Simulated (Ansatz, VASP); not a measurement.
MgSe: VASP beside Ansatz

File INCAR:

```
PREC = Accurate ; ENCUT = 600
EDIFF = 1E-6 ; ISMEAR = 0
SIGMA = 0.05 ; LREAL = F
LASPH = T ; NELM = 120
ALGO = Normal ; ISIF = 2
LWAVE = F ; LCHARG = F
NBANDS = 11 ; GGA_COMPAT = F
```

KPOINTS

```
regular mesh
0
Gamma
  8 8 8
```

POSCAR

```
MgSe
1.0
    0.0000000000      2.7254991651      2.7254991651
    2.7254991651      0.0000000000      2.7254991651
    2.7254991651      2.7254991651      0.0000000000
Mg Se
1 1
Direct
    0.0000000000      0.0000000000      0.0000000000
    0.5000000000      0.5000000000      0.5000000000
```

Input for Ansatz:

```yaml
crystal:
  lattice:
    - [0.0, 2.7254991651, 2.7254991651]
    - [2.7254991651, 0.0, 2.7254991651]
    - [2.7254991651, 2.7254991651, 0.0]
  atoms:
    - { symbol: Mg, position: [0.0, 0.0, 0.0] }
    - { symbol: Se, position: [0.5, 0.5, 0.5] }
basis:
  ecutwfc: "500 eV"
  ecutrho_ratio: 4
kpoints:
  mp_grid: { grid: [8, 8, 8] }
hamiltonian:
  xc: lda
scf:
  occupations: { method: gaussian, width: 0.05 }
output:
  forces: true
  stress: true
```

Alike in both runs: task single point; functional LDA; k mesh 8 × 8 × 8; occupations gaussian, width 0.05 eV; no spin polarisation.

```csv
,VASP,Ansatz
version,VASP 6.6.1,Ansatz 0.2.0
potentials or method,"VASP PAW LDA potentials, release 64 (Mg, Se), cutoff 600 eV","scalar-relativistic, plane waves, PAW"
valence electrons in the cell,8,26
```

|  | VASP | Ansatz | Ansatz less VASP |
| --- | --- | --- | --- |
| pressure (GPa) | -2.4 | -2.1 | +0.30 |

LDA's correlation is that of Perdew and Zunger in VASP and of Perdew and Wang (1992) in Ansatz. VASP's potentials hold 8 valence electrons a cell and Ansatz's 26, so a difference there can come from the potentials and not from the codes.
